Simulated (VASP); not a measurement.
A run of VASP 6.6.1:

The input POSCAR:

```
Ag
1.0
    2.8570929577      0.0000000000      0.0000000000
   -1.4285464789      2.4743150824      0.0000000000
    0.0000000000      0.0000000000      4.7387151798
Ag
2
Direct
    0.6666666667      0.3333333333      0.7500000000
    0.3333333333      0.6666666667      0.2500000000
```

INCAR.step1

```
ALGO = Normal
EDIFF = 1E-5
ENCUT = 520
GGA = PE
ISIF = 2
ISMEAR = -1
LASPH = T
LCHARG = F
LREAL = F
LWAVE = T
NBANDS = 18
NELM = 100
PREC = Accurate
SIGMA = 0.05
```

Contents of INCAR.step2:

```
AEXX = 0.25
ALGO = Normal
EDIFF = 1E-6
ENCUT = 520
GGA = PS
ISIF = 2
ISMEAR = -1
ISTART = 1
LASPH = T
LCHARG = F
LHFCALC = T
LREAL = F
LWAVE = F
NBANDS = 18
NELM = 100
PREC = Accurate
PRECFOCK = Normal
SIGMA = 0.05
```

The input KPOINTS:

```
k-points
0
Gamma
  5 5 3
```

Potentials or basis: VASP PAW PBE potentials, release 64 (Ag).

Run with:

```bash
$ cat potpaw_PBE.64/Ag/POTCAR > POTCAR
$ cp INCAR.step1 INCAR
$ mpirun -np 1 vasp_std > vasp.out
$ cp INCAR.step2 INCAR
$ mpirun -np 1 vasp_std > vasp.out
```

Hardware: 1 thread of Intel Xeon 8259CL, with other jobs on the host.

**Question.** Estimate the wall time of this run.

**Answer.** Wall time 19 min on 1 thread of Intel Xeon 8259CL, on a shared host, peak memory 0.17 GiB. Counts: k points 10.
